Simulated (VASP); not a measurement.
# Zn (P6_3/mmc) in VASP: single point with PBE

Aim: the single point of Zn with PBE.

Program: VASP 6.6.1. These are calculated values, not measurements. Logs are shortened: lines on timing, memory, paths and dates and some standing lists are left out, and cuts for length are marked.

### 1 The cell of the first run

Symmetry: P6_3/mmc, No. 194, hexagonal system. The conventional cell has a = 2.644 Å, b = 2.644 Å, c = 5.032 Å, α = 90.00°, β = 90.00°, γ = 120.00°. Within 3.5 Å of Zn (site symmetry -6m2) lie 12 Zn at 2.64 to 2.94 Å.

### 2 Single point, PBE

File POSCAR:

```
Zn
1.0
    2.6443807862      0.0000000000      0.0000000000
   -1.3221903931      2.2901009381      0.0000000000
    0.0000000000      0.0000000000      5.0322619198
Zn
2
Direct
    0.3333333333      0.6666666667      0.2500000000
    0.6666666667      0.3333333333      0.7500000000
```

File INCAR.step1:

```
SYSTEM = Zn
PREC = Accurate ; ENCUT = 520
EDIFF = 1E-6 ; ISMEAR = 0
SIGMA = 0.1 ; LREAL = .False.
LASPH = .True. ; NELM = 60
ALGO = Fast ; ISIF = 2
LWAVE = .False. ; LCHARG = .True.
GGA = PE ; NBANDS = 19
```

File KPOINTS.step1:

```
regular mesh
0
Gamma
  24 24 12
  0 0 0
```

File INCAR.step2:

```
SYSTEM = Zn
PREC = Accurate ; ENCUT = 520
EDIFF = 1E-6 ; ISMEAR = -5
SIGMA = 0.1 ; LREAL = .False.
LASPH = .True. ; NELM = 60
ALGO = Fast ; ISIF = 2
LWAVE = .False. ; LCHARG = .False.
GGA = PE ; LORBIT = 11
NBANDS = 19 ; NEDOS = 1001
ICHARG = 11
```

File KPOINTS.step2:

```
regular mesh
0
Gamma
  36 36 18
  0 0 0
```

Potentials or basis: VASP PAW PBE potentials, release 64 (Zn).

The run is started by

```
$ cat potpaw_PBE.64/Zn/POTCAR > POTCAR
$ cp INCAR.step1 INCAR
$ cp KPOINTS.step1 KPOINTS
$ mpirun -np 1 vasp_std > vasp.out
$ cp INCAR.step2 INCAR
$ cp KPOINTS.step2 KPOINTS
$ mpirun -np 1 vasp_std > vasp.out
```

OUTCAR:

```text
SYSTEM = Zn
   PREC = Accurate
   ENCUT = 520
   EDIFF = 1E-6
   ISMEAR = -5
   LREAL = .False.
   LASPH = .True.
   NELM = 60
   ISIF = 2
   GGA = PE
   LORBIT = 11
   ICHARG = 11

 ion  position               nearest neighbor table
   1  0.333  0.667  0.250-   2 2.94   2 2.94   2 2.94   2 2.94   2 2.94   2 2.94
   2  0.667  0.333  0.750-   1 2.94   1 2.94   1 2.94   1 2.94   1 2.94   1 2.94

  LATTYP: Found a hexagonal cell.
 ALAT       =     2.6443807862
 C/A-ratio  =     1.9030019981

  Lattice vectors:

 A1 = (   2.6443807862,   0.0000000000,   0.0000000000)
 A2 = (  -1.3221903931,   2.2901009381,   0.0000000000)
 A3 = (   0.0000000000,   0.0000000000,   5.0322619198)

Analysis of symmetry for initial positions (statically):
=====================================================================
 Subroutine PRICEL returns:
 Original cell was already a primitive cell.

 Routine SETGRP: Setting up the symmetry group for a
 hexagonal supercell.

 Subroutine GETGRP returns: Found 24 space group operations
 (whereof 12 operations were pure point group operations)
 out of a pool of 24 trial point group operations.

The static configuration has the point symmetry D_3d.
 The point group associated with its full space group is D_6h.

Analysis of symmetry for dynamics (positions and initial velocities):
=====================================================================
 Subroutine PRICEL returns:
 Original cell was already a primitive cell.

 Routine SETGRP: Setting up the symmetry group for a
 hexagonal supercell.

 Subroutine GETGRP returns: Found 24 space group operations
 (whereof 12 operations were pure point group operations)
 out of a pool of 24 trial point group operations.

The dynamic configuration has the point symmetry D_3d.
 The point group associated with its full space group is D_6h.

 Subroutine INISYM returns: Found 24 space group operations
 (whereof 12 operations are pure point group operations),
 and found     1 'primitive' translations

----------------------------------------------------------------------------------------

                                     Primitive cell

  volume of cell :      30.4749

  direct lattice vectors                    reciprocal lattice vectors
     2.644380786  0.000000000  0.000000000     0.378160364  0.218330988  0.000000000
[... 93 lines left out ...]
   NFREE  =      0    steps in history (QN), initial steepest desc. (CG)
   ISIF   =      2    stress and relaxation
   ISYM   =      2    0-nonsym 1-usesym 2-fastsym
   POTIM  = 0.5000    time-step for ionic-motion
   TEBEG  =    0.0;   TEEND  =   0.0 temperature during run
   PSTRESS=    0.0 pullay stress
   NELECT =      24.0000    total number of electrons
   NUPDOWN=      -1.0000    fix difference up-down
   EMIN   =  10.00;   EMAX   =-10.00  energy-range for DOS
   EFERMI =   0.00;   METHOD = LEGACY
   ISMEAR =    -5;   SIGMA  =   0.10  broadening in eV -4-tet -1-fermi 0-gaus
   EFERMI_NEDOS =   21; number of points for ismear=-14 and -15
   IALGO  =     68    algorithm
   IMIX   =      4    mixing-type and parameters
     AMIX     =   0.40;   BMIX     =  1.00
     AMIX_MAG =   1.60;   BMIX_MAG =  1.00
  volume/ion in A,a.u.               =      15.24       102.83
  Fermi-wavevector in a.u.,A,eV,Ry     =   1.511813  2.856912 31.097167  2.285577
  Thomas-Fermi vector in A             =   2.621820
   LORBIT       =     11    0 simple, 1 ext, 2 COOP (PROOUT), +10 PAW based schemes
   GGA     = PE    functional components
   LHFCALC =     F    Hartree Fock is set to
   AEXX    =    0.0000 exact exchange contribution
   IVDW    =     0    specifies the selected vdW correction
   LEPSILON=     F    determine dielectric tensor
   LRPA    =     F    only Hartree local field effects (RPA)
 non-spin polarized calculation
 RMM-DIIS sequential band-by-band and
 Fermi weights with tetrahedron method with Bloechl corrections
  energy-cutoff  :      520.00
  volume of cell :       30.47
 maximum number of plane-waves:       843
 NGX is ok and might be reduce to    20

 number of electron      24.0000021 magnetization

 Free energy of the ion-electron system (eV)
  ---------------------------------------------------
  ext. energy  EPLUGINS =         0.00000000
  ---------------------------------------------------
  free energy    TOTEN  =        -2.21516523 eV

  energy without entropy =       -2.21516523  energy(sigma->0) =       -2.21516523

 E-fermi :   3.0615     XC(G=0): -11.5357

 val. band max:        3.3051982001   @ k =   0.3333   0.3333   0.0556
 cond. band min:       2.9805172250   @ k =   0.3611   0.2778   0.2778
 fundamental gap:     -0.3246809751
 Fermi energy:         3.0614987271

 k-point     1 :       0.0000    0.0000    0.0000
  band No.  band energies     occupation
      1      -7.2971      2.00000
      2      -5.5606      2.00000
      3      -4.8558      2.00000
      4      -4.5962      2.00000
      5      -4.5962      2.00000
      6      -4.5522      2.00000
[... 505 lines left out ...]
      6      -4.4304      2.00000
[... 11 lines left out ...]
     18      20.3007      0.00000
     19      21.1050      0.00000

 [... further k-points ...]

------------------------ aborting loop because EDIFF is reached ----------------------------------------

  FORCE on cell =-STRESS in cart. coord.  units (eV):
  Direction    XX          YY          ZZ          XY          YZ          ZX
  --------------------------------------------------------------------------------------
  -------------------------------------------------------------------------------------
  Total        0.0979562      0.0979562      0.0323862      0.0000000      0.0000000      0.0000000
  in kB        5.1499245      5.1499245      1.7026656      0.0000000      0.0000000      0.0000000
  external PRESSURE =       4.0008382 kB  Pullay stress =       0.0000000 kB

 VOLUME and BASIS-vectors are now :
 -----------------------------------------------------------------------------
  energy-cutoff  :      520.00
  volume of cell :       30.47
      direct lattice vectors                 reciprocal lattice vectors
     2.644380786  0.000000000  0.000000000     0.378160364  0.218330988  0.000000000
    -1.322190393  2.290100938  0.000000000     0.000000000  0.436661976  0.000000000
     0.000000000  0.000000000  5.032261920     0.000000000  0.000000000  0.198717796

 POSITION                                       TOTAL-FORCE (eV/Angst)
 -----------------------------------------------------------------------------------
     -0.00000      1.52673      1.25807        -0.000000      0.000000      0.000000
      1.32219      0.76337      3.77420         0.000000     -0.000000     -0.000000
 -----------------------------------------------------------------------------------
    total drift:                               -0.000000      0.000000      0.000000

  FREE ENERGIE OF THE ION-ELECTRON SYSTEM (eV)
  ---------------------------------------------------
  free  energy   TOTEN  =        -2.2151652261 eV

  energy  without entropy=       -2.2151652261  energy(sigma->0) =       -2.21516523

 total charge

# of ion       s       p       d       tot
------------------------------------------
    1        0.597   0.449   9.720  10.766
    2        0.597   0.449   9.720  10.766
--------------------------------------------------
tot          1.193   0.898  19.441  21.532
```

OUTCAR.step1:

```text
SYSTEM = Zn
   PREC = Accurate
   ENCUT = 520
   EDIFF = 1E-6
   ISMEAR = 0
   LREAL = .False.
   LASPH = .True.
[... 754 lines left out ...]
     -0.00000      1.52673      1.25807        -0.000000     -0.000000      0.000000
      1.32219      0.76337      3.77420         0.000000      0.000000      0.000000
 -----------------------------------------------------------------------------------
    total drift:                               -0.000000      0.000000      0.000000

  FREE ENERGIE OF THE ION-ELECTRON SYSTEM (eV)
  ---------------------------------------------------
  free  energy   TOTEN  =        -2.2177440313 eV

  energy  without entropy=       -2.2158418527  energy(sigma->0) =       -2.21679294
```

Wall time 4 min (1 thread of Intel Xeon 6975P-C (Granite Rapids), shared host); peak memory 0.7 GiB.

What came out:

| Quantity | Value |
| --- | --- |
| Valence electrons inside the program's atomic spheres | Zn 10.77 |

Levels at points of the mesh, in eV from the Fermi level:
```
           k point  band 8  band 9  band 10  band 11  band 12  band 13  band 14  band 15  band 16  band 17
(0.00, 0.00, 0.00)   -7.25   -7.25    -7.07    -7.07    -3.69    -3.29    12.82    16.59    17.95    17.95
(0.50, 0.00, 0.00)   -7.10   -6.87    -6.85    -2.72    -2.01     2.50     3.59     3.99     5.70    10.52
(0.00, 0.00, 0.50)   -7.60   -7.15    -7.15    -7.15    -7.15     4.16     4.16    19.19    19.19    19.19
(0.50, 0.00, 0.50)   -7.10   -6.86    -6.86    -1.79    -1.79     0.24     0.24     9.84     9.84    12.25
```
